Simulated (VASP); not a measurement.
# Te2Pt (P-3m1) in VASP: single point with LDA

Aim: the single point of Te2Pt with LDA.

Everything below comes from runs of VASP 6.6.1. Logs are shortened: lines on timing, memory, paths and dates and some standing lists are left out, and cuts for length are marked.

### Step 1. The cell of the first run

The structure is trigonal, space group P-3m1 (No. 164). The conventional cell has a = 3.845 Å, b = 3.845 Å, c = 4.869 Å, α = 90.00°, β = 90.00°, γ = 120.00°. Te (site symmetry 3m) has 3 Pt at 2.56 Å and 6 Te at 3.20 to 3.39 Å within 3.4 Å. Within 3.4 Å of Pt (site symmetry -3m) lie 6 Te at 2.56 Å.

### Step 2. Single point, LDA, collinear spin (20.78 Å³/atom)

INCAR reads:

```
SYSTEM = Te2Pt
ALGO = Normal
EDIFF = 1E-6
ENCUT = 500
GGA_COMPAT = .FALSE.
ISIF = 2
ISMEAR = 0
ISPIN = 2
LASPH = .TRUE.
LCHARG = .FALSE.
LMAXMIX = 4
LORBIT = 11
LREAL = .FALSE.
LWAVE = .FALSE.
MAGMOM = 0 0 0.5
NBANDS = 22
NELM = 200
NUPDOWN = 0.5
PREC = Accurate
SIGMA = 0.15
```

KPOINTS reads:

```
k-points
0
G
  12 12 10
  0 0 0
```

POSCAR reads:

```
Te2Pt
1.0
    3.8447343263      0.0000000000      0.0000000000
   -1.9223671631      3.3296375974      0.0000000000
    0.0000000000      0.0000000000      4.8692457592
Te Pt
2 1
Direct
    0.3333333333      0.6666666667      0.2633098786
    0.6666666667      0.3333333333      0.7366901214
    0.0000000000      0.0000000000      0.0000000000
```

Potentials or basis: VASP PAW LDA potentials, release 64 (Te, Pt).

Run with:

```bash
> cat potpaw_LDA.64/Te/POTCAR potpaw_LDA.64/Pt/POTCAR > POTCAR
> mpirun -np 1 vasp_std > vasp.out
```

OUTCAR:

```text
SYSTEM = Te2Pt
   EDIFF = 1E-6
   ENCUT = 500
   ISIF = 2
   ISMEAR = 0
   ISPIN = 2
   LASPH = .TRUE.
   LORBIT = 11
   LREAL = .FALSE.
   NELM = 200
   NUPDOWN = 0.5
   PREC = Accurate

 ion  position               nearest neighbor table
   1  0.333  0.667  0.263-   3 2.56   3 2.56   3 2.56   2 3.20   2 3.20   2 3.20   2 3.39   2 3.39
                             2 3.39
   2  0.667  0.333  0.737-   3 2.56   3 2.56   3 2.56   1 3.20   1 3.20   1 3.20   1 3.39   1 3.39
                             1 3.39
   3  0.000  0.000  0.000-   1 2.56   2 2.56   1 2.56   2 2.56   2 2.56   1 2.56

  LATTYP: Found a hexagonal cell.
 ALAT       =     3.8447343263
 C/A-ratio  =     1.2664713205

  Lattice vectors:

 A1 = (   3.8447343263,   0.0000000000,   0.0000000000)
 A2 = (  -1.9223671631,   3.3296375974,   0.0000000000)
 A3 = (   0.0000000000,   0.0000000000,   4.8692457592)

Analysis of symmetry for initial positions (statically):
=====================================================================
 Subroutine PRICEL returns:
 Original cell was already a primitive cell.

 Routine SETGRP: Setting up the symmetry group for a
 hexagonal supercell.

 Subroutine GETGRP returns: Found 12 space group operations
 (whereof 12 operations were pure point group operations)
 out of a pool of 24 trial point group operations.

The static configuration has the point symmetry D_3d.

Analysis of symmetry for dynamics (positions and initial velocities):
=====================================================================
 Subroutine PRICEL returns:
 Original cell was already a primitive cell.

 Routine SETGRP: Setting up the symmetry group for a
 hexagonal supercell.

 Subroutine GETGRP returns: Found 12 space group operations
 (whereof 12 operations were pure point group operations)
 out of a pool of 24 trial point group operations.

The dynamic configuration has the point symmetry D_3d.

Analysis of structural, dynamic, and magnetic symmetry:
=====================================================================
 Subroutine PRICEL returns:
 Original cell was already a primitive cell.

 Routine SETGRP: Setting up the symmetry group for a
 hexagonal supercell.

 Subroutine GETGRP returns: Found 12 space group operations
 (whereof 12 operations were pure point group operations)
 out of a pool of 24 trial point group operations.

The overall configuration has the point symmetry D_3d.

 Subroutine INISYM returns: Found 12 space group operations
 (whereof 12 operations are pure point group operations),
 and found     1 'primitive' translations

----------------------------------------------------------------------------------------

                                     Primitive cell
[... 121 lines left out ...]
   IVDW    =     0    specifies the selected vdW correction
   LEPSILON=     F    determine dielectric tensor
   LRPA    =     F    only Hartree local field effects (RPA)
 spin polarized calculation
 Gauss-broadening in eV      SIGMA  =   0.15
  energy-cutoff  :      500.00
  volume of cell :       62.33
 maximum number of plane-waves:      1608
   NGX = 13   NGY = 13   NGZ = 17

 number of electron      22.0000002 magnetization       0.5000000

 Free energy of the ion-electron system (eV)
  ---------------------------------------------------
  ext. energy  EPLUGINS =         0.00000000
  ---------------------------------------------------
  free energy    TOTEN  =       -15.72961192 eV

  energy without entropy =      -15.71611968  energy(sigma->0) =      -15.72286580

 E-fermi :  10.5983     XC(G=0): -11.5245

 val. band max:       11.6376849530   @ k =   0.5000   0.0000   0.1000
 cond. band min:      10.6111342114   @ k =   0.1667  -0.0000   0.4000
 fundamental gap:     -1.0265507416
 Fermi energy:        11.6436239769

 spin component 1

 k-point     1 :       0.0000    0.0000    0.0000
  band No.  band energies     occupation
      1      -4.3986      1.00000
      2       0.3026      1.00000
      3       3.0927      1.00000
      4       4.2477      1.00000
      5       4.2477      1.00000
      6       6.5467      1.00000
[... 589 lines left out ...]
     21      21.9004      0.00000
     22      22.5488      0.00000

 [... further k-points ...]

 spin component 2

 k-point     1 :       0.0000    0.0000    0.0000
  band No.  band energies     occupation
      1      -4.3108      1.00000
      2       0.3915      1.00000
      3       3.1861      1.00000
      4       4.3390      1.00000
      5       4.3390      1.00000
      6       6.6249      1.00000
[... 589 lines left out ...]
     21      21.9851      0.00000
     22      22.6445      0.00000

 [... further k-points ...]

------------------------ aborting loop because EDIFF is reached ----------------------------------------

  FORCE on cell =-STRESS in cart. coord.  units (eV):
  Direction    XX          YY          ZZ          XY          YZ          ZX
  --------------------------------------------------------------------------------------
  -------------------------------------------------------------------------------------
  Total        9.4046202      9.4046202      7.2352736      0.0000000      0.0000000     -0.0000000
  in kB      241.7279368    241.7279368    185.9689938      0.0000000      0.0000000     -0.0000000
  external PRESSURE =     223.1416224 kB  Pullay stress =       0.0000000 kB

 VOLUME and BASIS-vectors are now :
 -----------------------------------------------------------------------------
  energy-cutoff  :      500.00
  volume of cell :       62.33
      direct lattice vectors                 reciprocal lattice vectors
     3.844734326  0.000000000  0.000000000     0.260095995  0.150166493  0.000000000
    -1.922367163  3.329637597  0.000000000     0.000000000  0.300332985  0.000000000
     0.000000000  0.000000000  4.869245759     0.000000000  0.000000000  0.205370616

 POSITION                                       TOTAL-FORCE (eV/Angst)
 -----------------------------------------------------------------------------------
     -0.00000      2.21976      1.28212         0.000000     -0.000000      1.751876
      1.92237      1.10988      3.58713        -0.000000      0.000000     -1.751876
      0.00000      0.00000      0.00000        -0.000000      0.000000      0.000000
 -----------------------------------------------------------------------------------
    total drift:                                0.000000      0.000000      0.000000

  FREE ENERGIE OF THE ION-ELECTRON SYSTEM (eV)
  ---------------------------------------------------
  free  energy   TOTEN  =       -15.7296119151 eV

  energy  without entropy=      -15.7161196802  energy(sigma->0) =      -15.72286580

 total charge

# of ion       s       p       d       tot
------------------------------------------
    1        1.402   1.955   0.119   3.476
    2        1.402   1.955   0.119   3.476
    3        0.759   0.826   8.258   9.843
--------------------------------------------------
tot          3.562   4.736   8.496  16.795

 magnetization (x)

# of ion       s       p       d       tot
------------------------------------------
    1        0.016   0.078   0.008   0.101
    2        0.016   0.078   0.008   0.101
    3        0.005   0.022   0.130   0.156
--------------------------------------------------
tot          0.036   0.178   0.145   0.359
```

OSZICAR:

```text
N       E                     dE             d eps       ncg     rms          rms(c)
DAV:   1     0.100092792158E+03    0.10009E+03   -0.87908E+03 14376   0.816E+02
DAV:   2    -0.116380499672E+02   -0.11173E+03   -0.10697E+03 16778   0.177E+02
DAV:   3    -0.161239726009E+02   -0.44859E+01   -0.44468E+01 17782   0.340E+01
DAV:   4    -0.161745960240E+02   -0.50623E-01   -0.50614E-01 16286   0.422E+00
DAV:   5    -0.161756105815E+02   -0.10146E-02   -0.10145E-02 17896   0.589E-01    0.193E+01
DAV:   6    -0.158463431698E+02    0.32927E+00   -0.12107E+00 15862   0.867E+00    0.115E+01
DAV:   7    -0.157639062636E+02    0.82437E-01   -0.27134E-01 15196   0.454E+00    0.455E+00
DAV:   8    -0.157300877686E+02    0.33818E-01   -0.57049E-02 16588   0.195E+00    0.828E-01
DAV:   9    -0.157296770290E+02    0.41074E-03   -0.56629E-03 16986   0.460E-01    0.324E-01
DAV:  10    -0.157296283648E+02    0.48664E-04   -0.23760E-04 17526   0.904E-02    0.124E-01
DAV:  11    -0.157296133645E+02    0.15000E-04   -0.67448E-05 16916   0.497E-02    0.436E-02
DAV:  12    -0.157296121337E+02    0.12308E-05   -0.10129E-05 16674   0.201E-02    0.235E-02
DAV:  13    -0.157296119151E+02    0.21858E-06   -0.72871E-07 10008   0.564E-03
   1 F= -.15729612E+02 E0= -.15722866E+02  d E =-.134922E-01  mag=     0.5000
```

stdout:

```text
POSCAR found type information on POSCAR TePt
 POSCAR found :  2 types and       3 ions
 scaLAPACK will be used
 LDA part: xc-table for (Slater(with rela. corr.)+CA(PZ))
 , standard interpolation
 POSCAR, INCAR and KPOINTS ok, starting setup
 FFT: planning ... GRIDC
 FFT: planning ... GRID_SOFT
 FFT: planning ... GRID
 WAVECAR not read
 entering main loop
```

Wall time 2 min (1 thread of Intel Xeon 6975P-C (Granite Rapids), shared host); peak memory 0.4 GiB.

What came out:

| Item | Value |
| --- | --- |
| Free energy | -15.7296 eV |
| Pressure | 22.3 GPa |
| Largest force | 1.752 eV/Å |
| Net moment | 0.50 μB per cell |
| Site moments | Te +0.10; Pt +0.16 μB |
| Valence electrons inside the program's atomic spheres | Te 3.48; Pt 9.84 |

Forces on the atoms (eV/Å):
```
Te   0.000  0.000  1.752
Te   0.000  0.000 -1.752
Pt   0.000  0.000  0.000
```

Caveat: the cell stands under pressure; spin-orbit coupling is left out, which moves the levels of the heavy elements; the total moment is fixed, so each spin has its own Fermi level; forces of over 1 eV/Å act on the atoms, so gaps and moduli don't describe the material at rest.
